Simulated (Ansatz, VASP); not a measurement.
This is a calculation of PbS for Ansatz 0.2.0.

input.yaml

```yaml
crystal:
  lattice:
    - [3.7017389742, 0.0, 0.0]
    - [0.0, 3.7017389742, 0.0]
    - [0.0, 0.0, 3.7017389742]
  atoms:
    - { symbol: Pb, position: [0.0, 0.0, 0.0] }
    - { symbol: S, position: [0.5, 0.5, 0.5] }
hamiltonian:
  xc: r2scan
  pseudopotentials: { kind: paw }
kpoints:
  mp_grid: { grid: [7, 7, 7] }
scf:
  occupations: { method: fermi_dirac, width: 0.05 }
output:
  forces: true
  stress: true
  eigenvalues: true
```

Potentials or basis: Ansatz PAW.

The run is started by

```sh
$ ansatz run input.yaml --threads 2 --pin off --max-ram 5632MiB --backend cpu --events-out ev --progress --plain --runs-dir out
```

Q: Set up the same calculation for VASP 6.6.1. Potentials there: VASP PAW PBE potentials, release 64 (Pb_d, S).

A: As run (the cutoff follows the program's own potentials):

File POSCAR:

```
PbS
1.0
    3.7017389742      0.0000000000      0.0000000000
    0.0000000000      3.7017389742      0.0000000000
    0.0000000000      0.0000000000      3.7017389742
Pb S
1 1
Direct
    0.0000000000      0.0000000000      0.0000000000
    0.5000000000      0.5000000000      0.5000000000
```

Contents of INCAR.step1:

```
  ALGO = Normal
  EDIFF = 1E-5
  ENCUT = 550
  GGA = PE
  GGA_COMPAT = F
  ISMEAR = -1
  LASPH = T
  LCHARG = F
  LREAL = F
  LWAVE = T
  NBANDS = 17
  NELM = 120
  PREC = Accurate
  SIGMA = 0.05
```

Contents of INCAR.step2:

```
  ALGO = Normal
  EDIFF = 1E-6
  ENCUT = 550
  GGA_COMPAT = F
  ISIF = 2
  ISMEAR = -1
  ISTART = 1
  LASPH = T
  LCHARG = T
  LELF = T
  LMIXTAU = T
  LREAL = F
  LVHAR = T
  LWAVE = F
  METAGGA = R2SCAN
  NBANDS = 17
  NELM = 120
  PREC = Accurate
  SIGMA = 0.05
```

Contents of KPOINTS:

```
k-points
0
Gamma
  7 7 7
```

Potentials or basis: VASP PAW PBE potentials, release 64 (Pb_d, S).

The run is started by

```sh
$ cat potpaw_PBE.64/Pb_d/POTCAR potpaw_PBE.64/S/POTCAR > POTCAR
$ cp INCAR.step1 INCAR
$ mpirun -np 1 vasp_std > vasp.out
$ cp INCAR.step2 INCAR
$ mpirun -np 1 vasp_std > vasp.out
```

Both were run:

|  | VASP | Ansatz | Ansatz less VASP |
| --- | --- | --- | --- |
| gap on the k mesh at the Fermi level (eV) | 0.43 | 0.42 | -0.002 |
| least direct gap on the mesh (eV) | 1.62 | 1.62 | -0.003 |
| pressure (GPa) | -2.9 | -2.9 | 0.00 |

VASP's potentials were made for PBE, not for r2SCAN.

Spin-orbit coupling is off throughout. Noted on Ansatz's run: odd divisions of the mesh miss points on the zone boundary, where band edges often lie, so the gap on the mesh can be too wide.
